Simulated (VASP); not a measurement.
## Al4Cu: relaxation of cell and atoms with PBE

Crystal: Al4Cu.

```xyz
10
Lattice="2.8598 0.0000 0.0000 -1.4299 2.4767 0.0000 0.0000 0.0000 22.0233" Properties=species:S:1:pos:R:3 pbc="T T T"
Al    0.0000    1.6511   19.6375
Al    0.0000    1.6511    2.3858
Al    0.0000    1.6511    7.0232
Al    0.0000    1.6511   11.0117
Al    0.0000    1.6511   15.0001
Al    1.4299    0.8256    0.0000
Al    1.4299    0.8256    4.6944
Al    1.4299    0.8256   17.3289
Cu    1.4299    0.8256    9.0313
Cu    1.4299    0.8256   12.9920
```

```
Program                : VASP 6.6.1
Task                   : relaxation of cell and atoms
Functional             : PBE
Potentials or basis    : VASP PAW PBE potentials, release 64 (Al, Cu)
Cutoff                 : 600 eV
k mesh                 : 18 × 18 × 2
Occupations            : gaussian, width 0.1 eV
Spin                   : no spin polarisation
Dipole correction      : no
Further INCAR settings : ALGO = Fast; EDIFF = 1e-06; IBRION = 2; EDIFFG = -0.01; NSW = 100; ISIF = 3
```

```json
{"Relaxed volume": "15.50 Å³/atom", "Relaxed cell": "a = 2.823 Å, b = 2.823 Å, c = 22.459 Å, α = 90.00°, β = 90.00°, γ = 120.00°", "Space group after relaxing (to 0.1 Å)": "P-6m2 (No. 187)", "Energy gained by relaxing": "122.7 meV/atom", "Ionic steps": "17", "Pressure after relaxing": "0.0 GPa", "Largest force after relaxing": "0.009 eV/Å", "Band gap on the k mesh": "zero (bands 23 and 24 overlap by 4.05 eV)"}
```

Forces in eV/Å, atoms in the order of the input:
```
Al   0.000  0.000 -0.001
Al   0.000  0.000  0.001
Al   0.000  0.000 -0.009
Al   0.000  0.000  0.000
Al   0.000  0.000  0.009
Al   0.000  0.000  0.000
Al   0.000  0.000 -0.005
Al   0.000  0.000  0.005
Cu   0.000  0.000 -0.007
Cu   0.000  0.000  0.007
```

Step by step:
```
step  energy change (eV)  largest force (eV/Å)  pressure (GPa)  volume (Å³)
   1              0.0000                0.2230            0.93       155.99
   2             -1.1213                0.1448           -1.47       158.03
   3             -1.1972                0.1355           -1.50       158.03
   4             -1.2156                0.1209            0.32       154.67
   5             -1.2156                0.1214            0.24       154.78
   6             -1.2210                0.0948            0.22       154.78
   7             -1.2250                0.0480            0.14       154.77
   8             -1.2257                0.0386           -0.02       155.18
   9             -1.2257                0.0351           -0.14       155.34
  10             -1.2262                0.0234           -0.02       155.22
  11             -1.2264                0.0129            0.03       155.07
  12             -1.2264                0.0134            0.03       155.05
  13             -1.2266                0.0122            0.00       155.12
  14             -1.2266                0.0116           -0.04       155.15
  15             -1.2266                0.0104            0.04       155.03
  16             -1.2266                0.0103            0.05       155.03
  17             -1.2266                0.0086            0.04       155.03
```

Final structure:
```
Al Cu
1.0
     2.82325    0.00000    0.00000
    -1.41162    2.44500    0.00000
     0.00000    0.00000   22.45869
Al Cu
8 2
Direct
  0.33333 0.66667 0.89404
  0.33333 0.66667 0.10596
  0.33333 0.66667 0.31869
  0.33333 0.66667 0.50000
  0.33333 0.66667 0.68131
  0.66667 0.33333 0.00000
  0.66667 0.33333 0.21289
  0.66667 0.33333 0.78711
  0.66667 0.33333 0.41010
  0.66667 0.33333 0.58990
```

Levels at points of the mesh, in eV from the Fermi level:
```
           k point  band 19  band 20  band 21  band 22  band 23  band 24  band 25  band 26
(0.00, 0.00, 0.00)    -3.22    -3.22    -3.05    -0.84     0.25     3.14     3.42     6.81
(0.50, 0.00, 0.00)    -2.68    -2.65    -2.10    -1.89    -1.58    -1.28    -0.16    -0.04
(0.00, 0.00, 0.50)    -3.22    -3.22    -2.54    -1.46     1.09     1.87     5.02     5.29
(0.50, 0.00, 0.50)    -2.68    -2.53    -2.22    -2.17    -1.26    -1.13    -0.63    -0.21
```

Run time: 81 min on 1 thread of Intel(R) Xeon(R) Platinum 8259CL CPU @ 2.50GHz (Skylake/Cascade Lake), with other jobs on the host, peak memory 0.58 GiB.
